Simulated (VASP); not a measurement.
# Ag in VASP: further runs

Ag is run at these levels: PBEsol; tasks: single point.

All numbers are computed with VASP 6.6.1; they aren't measurements. Logs are shortened: lines on timing, memory, paths and dates and some standing lists are left out, and cuts for length are marked.

## Step 1: The cell of the first run

It takes space group P6_3/mmc (No. 194, hexagonal). The conventional cell has a = 2.867 Å, b = 2.867 Å, c = 4.691 Å, α = 90.00°, β = 90.00°, γ = 120.00°. Ag (site symmetry -6m2) has 12 Ag at 2.87 Å within 3.8 Å.

This isn't the form of Ag at room conditions, which is fcc.

## Step 2: Single point, PBEsol

Input file INCAR:

```
  ALGO = Fast
  EDIFF = 1E-6
  ENCUT = 520
  GGA = PS
  ISIF = 2
  ISMEAR = 0
  LASPH = T
  LCHARG = T
  LELF = T
  LREAL = F
  LVHAR = T
  LWAVE = F
  NBANDS = 18
  NELM = 100
  PREC = Accurate
  SIGMA = 0.1
```

Input file KPOINTS:

```
k-points
0
Gamma
  18 18 10
```

Input file POSCAR:

```
Ag
1.0
    2.8669917747      0.0000000000      0.0000000000
   -1.4334958874      2.4828877093      0.0000000000
    0.0000000000      0.0000000000      4.6908332496
Ag
2
Direct
    0.3333333333      0.6666666667      0.2500000000
    0.6666666667      0.3333333333      0.7500000000
```

Potentials or basis: VASP PAW PBE potentials, release 64 (Ag).

Run with:

```bash
cat potpaw_PBE.64/Ag/POTCAR > POTCAR
mpirun -np 1 vasp_std > vasp.out
```

OUTCAR:

```text
EDIFF = 1E-6
   ENCUT = 520
   GGA = PS
   ISIF = 2
   ISMEAR = 0
   LASPH = T
   LREAL = F
   NELM = 100
   PREC = Accurate

 ion  position               nearest neighbor table
   1  0.333  0.667  0.250-   2 2.87   2 2.87   2 2.87   2 2.87   2 2.87   2 2.87
   2  0.667  0.333  0.750-   1 2.87   1 2.87   1 2.87   1 2.87   1 2.87   1 2.87

  LATTYP: Found a hexagonal cell.
 ALAT       =     2.8669917747
 C/A-ratio  =     1.6361516245

  Lattice vectors:

 A1 = (   2.8669917747,   0.0000000000,   0.0000000000)
 A2 = (  -1.4334958874,   2.4828877093,   0.0000000000)
 A3 = (   0.0000000000,   0.0000000000,   4.6908332496)

Analysis of symmetry for initial positions (statically):
=====================================================================
 Subroutine PRICEL returns:
 Original cell was already a primitive cell.

 Routine SETGRP: Setting up the symmetry group for a
 hexagonal supercell.

 Subroutine GETGRP returns: Found 24 space group operations
 (whereof 12 operations were pure point group operations)
 out of a pool of 24 trial point group operations.

The static configuration has the point symmetry D_3d.
 The point group associated with its full space group is D_6h.

Analysis of symmetry for dynamics (positions and initial velocities):
=====================================================================
 Subroutine PRICEL returns:
 Original cell was already a primitive cell.

 Routine SETGRP: Setting up the symmetry group for a
 hexagonal supercell.

 Subroutine GETGRP returns: Found 24 space group operations
 (whereof 12 operations were pure point group operations)
 out of a pool of 24 trial point group operations.

The dynamic configuration has the point symmetry D_3d.
 The point group associated with its full space group is D_6h.

 Subroutine INISYM returns: Found 24 space group operations
 (whereof 12 operations are pure point group operations),
 and found     1 'primitive' translations

----------------------------------------------------------------------------------------

                                     Primitive cell

  volume of cell :      33.3913

  direct lattice vectors                    reciprocal lattice vectors
     2.866991775  0.000000000  0.000000000     0.348797652  0.201378418  0.000000000
    -1.433495887  2.482887709  0.000000000     0.000000000  0.402756837  0.000000000
     0.000000000  0.000000000  4.690833250     0.000000000  0.000000000  0.213181741

  length of vectors
     2.866991775  2.866991775  4.690833250     0.402756837  0.402756837  0.213181741

  position of ions in fractional coordinates (direct lattice)
     0.333333333  0.666666667  0.250000000
     0.666666667  0.333333333  0.750000000

  ion indices of the primitive-cell ions
   primitive index   ion index
                 1           1
                 2           2

----------------------------------------------------------------------------------------

 KPOINTS: k-points

Automatic generation of k-mesh.
 Grid dimensions read from file:
 generate k-points for:   18   18   10

 Generating k-lattice:

  Cartesian coordinates                     Fractional coordinates (reciprocal lattice)
     0.019377647  0.011187690  0.000000000     0.055555556  0.000000000  0.000000000
     0.000000000  0.022375380  0.000000000     0.000000000  0.055555556  0.000000000
     0.000000000  0.000000000  0.021318174     0.000000000  0.000000000  0.100000000

  Length of vectors
     0.022375380  0.022375380  0.021318174

  Shift w.r.t. Gamma in fractional coordinates (k-lattice)
     0.000000000  0.000000000  0.000000000

 Subroutine IBZKPT returns following result:
 ===========================================

 Found    222 irreducible k-points:

 Following reciprocal coordinates:
            Coordinates               Weight
  0.000000  0.000000  0.000000      1.000000
  0.055556 -0.000000  0.000000      6.000000
  0.111111 -0.000000  0.000000      6.000000
  0.166667 -0.000000  0.000000      6.000000
  0.222222  0.000000  0.000000      6.000000
  0.277778  0.000000  0.000000      6.000000
[... 16 lines left out ...]
  0.333333  0.111111  0.000000     12.000000
  0.388889  0.111111  0.000000     12.000000
 [... further k-points ...]
   k-points           NKPTS =    222   k-points in BZ     NKDIM =    222   number of bands    NBANDS=     18
   number of dos      NEDOS =    301   number of ions     NIONS =      2
   total plane-waves  NPLWV =  20736
   dimension x,y,z NGX =    24 NGY =   24 NGZ =   36
   dimension x,y,z NGXF=    48 NGYF=   48 NGZF=   72
   ions per type =               2
   NGX,Y,Z   is equivalent  to a cutoff of  13.92, 13.92, 12.76 a.u.
   NGXF,Y,Z  is equivalent  to a cutoff of  27.83, 27.83, 25.52 a.u.
 SYSTEM =  unknown system
   PREC   = accura    normal or accurate (medium, high low for compatibility)
   ISTART =      0    job   : 0-new  1-cont  2-samecut
   ICHARG =      2    charge: 1-file 2-atom 10-const
   ISPIN  =      1    spin polarized calculation?
   LNONCOLLINEAR =      F non collinear calculations
   LSORBIT =      F    spin-orbit coupling
   LASPH  =      T    aspherical Exc in radial PAW
   ENCUT  =  520.0 eV  38.22 Ry    6.18 a.u.   5.33  5.33  8.72*2*pi/ulx,y,z
   NELM   =    100;   NELMIN=  2; NELMDL= -5     # of ELM steps
   EDIFF  = 0.1E-05   stopping-criterion for ELM
   LREAL  =      F    real-space projection
   EDIFFG = 0.1E-04   stopping-criterion for IOM
   NSW    =      0    number of steps for IOM
   IBRION =     -1    ionic relax: 0-MD 1-quasi-New 2-CG
   NFREE  =      0    steps in history (QN), initial steepest desc. (CG)
   ISIF   =      2    stress and relaxation
   ISYM   =      2    0-nonsym 1-usesym 2-fastsym
   POTIM  = 0.5000    time-step for ionic-motion
   TEBEG  =    0.0;   TEEND  =   0.0 temperature during run
   PSTRESS=    0.0 pullay stress
   NELECT =      22.0000    total number of electrons
   NUPDOWN=      -1.0000    fix difference up-down
   EMIN   =  10.00;   EMAX   =-10.00  energy-range for DOS
   EFERMI =   0.00;   METHOD = LEGACY
   ISMEAR =     0;   SIGMA  =   0.10  broadening in eV -4-tet -1-fermi 0-gaus
   EFERMI_NEDOS =   21; number of points for ismear=-14 and -15
   IALGO  =     68    algorithm
   IMIX   =      4    mixing-type and parameters
     AMIX     =   0.40;   BMIX     =  1.00
     AMIX_MAG =   1.60;   BMIX_MAG =  1.00
  volume/ion in A,a.u.               =      16.70       112.67
  Fermi-wavevector in a.u.,A,eV,Ry     =   1.424529  2.691969 27.610060  2.029282
  Thomas-Fermi vector in A             =   2.545010
   LORBIT       =      0    0 simple, 1 ext, 2 COOP (PROOUT), +10 PAW based schemes
   GGA     = PS    functional components
   LHFCALC =     F    Hartree Fock is set to
   AEXX    =    0.0000 exact exchange contribution
   IVDW    =     0    specifies the selected vdW correction
   LEPSILON=     F    determine dielectric tensor
   LRPA    =     F    only Hartree local field effects (RPA)
 non-spin polarized calculation
 RMM-DIIS sequential band-by-band and
 Gauss-broadening in eV      SIGMA  =   0.10
  energy-cutoff  :      520.00
  volume of cell :       33.39
 maximum number of plane-waves:       917
 NGX is ok and might be reduce to    24
   NGX = 11   NGY = 11   NGZ = 17

 number of electron      21.9999997 magnetization

 Free energy of the ion-electron system (eV)
  ---------------------------------------------------
  ext. energy  EPLUGINS =         0.00000000
  ---------------------------------------------------
  free energy    TOTEN  =        -6.60541773 eV

  energy without entropy =       -6.60084091  energy(sigma->0) =       -6.60312932

 E-fermi :   8.4811     XC(G=0): -12.5368

 val. band max:        8.4764491030   @ k =   0.3889   0.1111   0.3000
 cond. band min:       8.4913998195   @ k =   0.3889   0.0556   0.5000
 fundamental gap:      0.0149507164
 Fermi energy:         8.4811127790

 k-point     1 :       0.0000    0.0000    0.0000
  band No.  band energies     occupation
      1       0.5394      2.00000
      2       1.9974      2.00000
      3       3.6663      2.00000
      4       3.7737      2.00000
      5       3.7737      2.00000
      6       4.0230      2.00000
[... 10 lines left out ...]
     17      27.0347      0.00000
     18      27.0347      0.00000

 k-point     2 :       0.0556   -0.0000    0.0000
  band No.  band energies     occupation
      1       0.6271      2.00000
      2       2.0504      2.00000
      3       3.6042      2.00000
      4       3.8215      2.00000
      5       3.8315      2.00000
      6       4.0036      2.00000
[... 10 lines left out ...]
     17      26.3242      0.00000
     18      27.1600      0.00000

 k-point     3 :       0.1111   -0.0000    0.0000
  band No.  band energies     occupation
      1       0.8827      2.00000
      2       2.1948      2.00000
      3       3.4926      2.00000
      4       3.9021      2.00000
      5       3.9613      2.00000
      6       3.9984      2.00000
[... 10 lines left out ...]
     17      26.4354      0.00000
     18      27.5721      0.00000

 k-point     4 :       0.1667   -0.0000    0.0000
  band No.  band energies     occupation
      1       1.2791      2.00000
      2       2.3787      2.00000
      3       3.3899      2.00000
      4       3.8497      2.00000
      5       3.9011      2.00000
      6       4.1699      2.00000
[... 375 lines left out ...]
      4       3.6600      2.00000
      5       3.7098      2.00000
      6       3.9995      2.00000
[... 10 lines left out ...]
     17      22.3677      0.00000
     18      24.4857      0.00000

 k-point    23 :       0.3333    0.1111    0.0000
  band No.  band energies     occupation
      1       2.3665      2.00000
      2       2.6101      2.00000
      3       2.6287      2.00000
      4       3.6659      2.00000
      5       4.0186      2.00000
      6       4.0865      2.00000
[... 10 lines left out ...]
     17      20.8160      0.00000
     18      24.0122      0.00000

 k-point    24 :       0.3889    0.1111    0.0000
  band No.  band energies     occupation
      1       2.2831      2.00000
      2       2.5035      2.00000
      3       2.5968      2.00000
      4       3.6478      2.00000
      5       4.0024      2.00000
      6       4.2087      2.00000
[... 10 lines left out ...]
     17      19.7042      0.00000
     18      23.7273      0.00000

 [... further k-points ...]
[... 5 lines left out ...]
  --------------------------------------------------------------------------------------
  -------------------------------------------------------------------------------------
  Total       -0.0581177     -0.0581177     -0.0562956      0.0000000      0.0000000      0.0000000
  in kB       -2.7885941     -2.7885941     -2.7011664      0.0000000      0.0000000      0.0000000
  external PRESSURE =      -2.7594515 kB  Pullay stress =       0.0000000 kB

 VOLUME and BASIS-vectors are now :
 -----------------------------------------------------------------------------
  energy-cutoff  :      520.00
  volume of cell :       33.39
      direct lattice vectors                 reciprocal lattice vectors
     2.866991775  0.000000000  0.000000000     0.348797652  0.201378418  0.000000000
    -1.433495887  2.482887709  0.000000000     0.000000000  0.402756837  0.000000000
     0.000000000  0.000000000  4.690833250     0.000000000  0.000000000  0.213181741

 POSITION                                       TOTAL-FORCE (eV/Angst)
 -----------------------------------------------------------------------------------
     -0.00000      1.65526      1.17271         0.000000     -0.000000      0.000000
      1.43350      0.82763      3.51812        -0.000000      0.000000      0.000000
 -----------------------------------------------------------------------------------
    total drift:                                0.000000     -0.000000      0.000000

  FREE ENERGIE OF THE ION-ELECTRON SYSTEM (eV)
  ---------------------------------------------------
  free  energy   TOTEN  =        -6.6054177319 eV

  energy  without entropy=       -6.6008409146  energy(sigma->0) =       -6.60312932
```

Run time: 36 s. Hardware: 1 thread of Intel Xeon 6975P-C (Granite Rapids), shared host; peak memory 0.23 GiB.

What came out:

```yaml
Free_energy: -6.6054 eV
Pressure: -0.3 GPa
Band_gap_on_the_k_mesh: zero (bands 11 and 12 overlap by 7.52 eV)
```

Caveat: the PAW data sets were made with another functional, which shifts forces and pressure a little.

## Step 3: Single point, PBEsol (uniaxial strain along a: +1.0 %, then relaxed in part)

Input file INCAR:

```
  PREC = Accurate
  ENCUT = 520
  EDIFF = 1E-6
  ISMEAR = 0
  SIGMA = 0.1
  LREAL = False
  LASPH = True
  NELM = 60
  ALGO = Fast
  ISIF = 2
  LWAVE = False
  LCHARG = True
  GGA = PS
  LELF = True
  LVHAR = True
  NBANDS = 18
```

Input file KPOINTS:

```
Automatic mesh
0
Gamma
  24 24 12
```

Input file POSCAR:

```
Ag
1.0
    2.8956593134      0.0037118539      0.0000000000
   -1.4446548810      2.4639927800      0.0000000000
    0.0000000000      0.0000000000      4.6893347739
Ag
2
Direct
    0.3306810465      0.6624469987      0.2500000000
    0.6693189535      0.3375530013      0.7500000000
```

Potentials or basis: VASP PAW PBE potentials, release 64 (Ag).

Run with:

```bash
cat potpaw_PBE.64/Ag/POTCAR > POTCAR
mpirun -np 1 vasp_std > vasp.out
```

It took 8.4 min on 1 thread of AMD EPYC 9R45 (Zen 5), shared host; peak memory 0.96 GiB.

It converged, with:

| Property | Result |
| --- | --- |
| Free energy | -6.6082 eV |
| Pressure | -0.7 GPa |
| Band gap on the k mesh | zero (bands 11 and 12 overlap by 7.47 eV) |

Stress tensor (GPa, compression positive):
```
-1.40 -0.10  0.00
-0.10 -0.35  0.00
 0.00  0.00 -0.30
```

Levels at points of the mesh, in eV from the Fermi level:
| k point | band 9 | band 10 | band 11 | band 12 | band 13 | band 14 |
| --- | --- | --- | --- | --- | --- | --- |
| (0.00, 0.00, 0.00) | -4.11 | -3.11 | -3.08 | -0.53 | 3.65 | 15.61 |
| (0.50, 0.00, 0.00) | -2.89 | -2.82 | 0.02 | 1.45 | 6.88 | 7.15 |
| (0.00, 0.50, 0.00) | -2.91 | -2.80 | 0.09 | 1.71 | 6.96 | 7.20 |
| (0.50, 0.50, 0.00) | -2.89 | -2.82 | 0.04 | 1.50 | 6.89 | 7.16 |
| (0.00, 0.00, 0.50) | -3.45 | -3.45 | -3.40 | -3.40 | 11.23 | 11.23 |
| (0.50, 0.00, 0.50) | -2.88 | -2.88 | 0.58 | 0.58 | 4.58 | 4.58 |
| (0.00, 0.50, 0.50) | -2.85 | -2.85 | 0.79 | 0.79 | 4.76 | 4.76 |
| (0.50, 0.50, 0.50) | -2.87 | -2.87 | 0.62 | 0.62 | 4.61 | 4.61 |

Caveat: the cell differs from its parent crystal (uniaxial strain along a: +1.0 %, then relaxed in part); the PAW data sets were made with another functional, which shifts forces and pressure a little.
